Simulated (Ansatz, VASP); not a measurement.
One calculation of Be, two programs

The input INCAR:

```
SYSTEM = Be
PREC = Accurate
ENCUT = 520
EDIFF = 1E-6
ISMEAR = -1
SIGMA = 0.1
LREAL = .False.
LASPH = .True.
NELM = 60
ALGO = Normal
ISIF = 2
LWAVE = .False.
LCHARG = .False.
GGA = PS
NBANDS = 7
```

File KPOINTS:

```
Automatic mesh
0
Gamma
  28 28 28
  0 0 0
```

POSCAR

```
Be
1.0
    0.0000000000      1.5947853850      1.5947853850
    1.5947853850      0.0000000000      1.5947853850
    1.5947853850      1.5947853850      0.0000000000
Be
1
Direct
    0.0000000000      0.0000000000      0.0000000000
```

Input for Ansatz:

```yaml
crystal:
  lattice:
    - [0.0, 1.594785385, 1.594785385]
    - [1.594785385, 0.0, 1.594785385]
    - [1.594785385, 1.594785385, 0.0]
  atoms:
    - { symbol: Be, position: [0.0, 0.0, 0.0] }
hamiltonian:
  xc: pbesol
  pseudopotentials:
    kind: paw
    azcp:
      Be: "pseudopotentials/Be.paw.azcp"
basis:
  ecutwfc: 420
  fft_grid_basis: typed
kpoints:
  mp_grid: { grid: [28, 28, 28], shift: [0, 0, 0] }
magnetization:
  spin_polarized: false
scf:
  occupations: { method: fermi_dirac, width: 0.1 }
output:
  stress: true
```

Alike in both runs: task single point; functional PBEsol; k mesh 28 × 28 × 28; occupations fermi-dirac, width 0.1 eV; no spin polarisation.

```csv
,VASP,Ansatz
version,VASP 6.6.1,Ansatz 0.2.0
potentials or method,"VASP PAW PBE potentials, release 64 (Be), cutoff 520 eV","plane waves (420 eV) with PAW, scalar-relativistic"
valence electrons in the cell,2,2
```

Ansatz gave:

| Item | Value |
| --- | --- |
| pressure (GPa) | -4.4 |

Problem. What did VASP give for the same quantities?

Solution. Pressure (GPa): -4.1.

VASP's potentials were made for PBE, not for PBEsol, and Ansatz warns of the same on its side. The functional is the same, so the differences come from potentials, cutoffs and numerics.
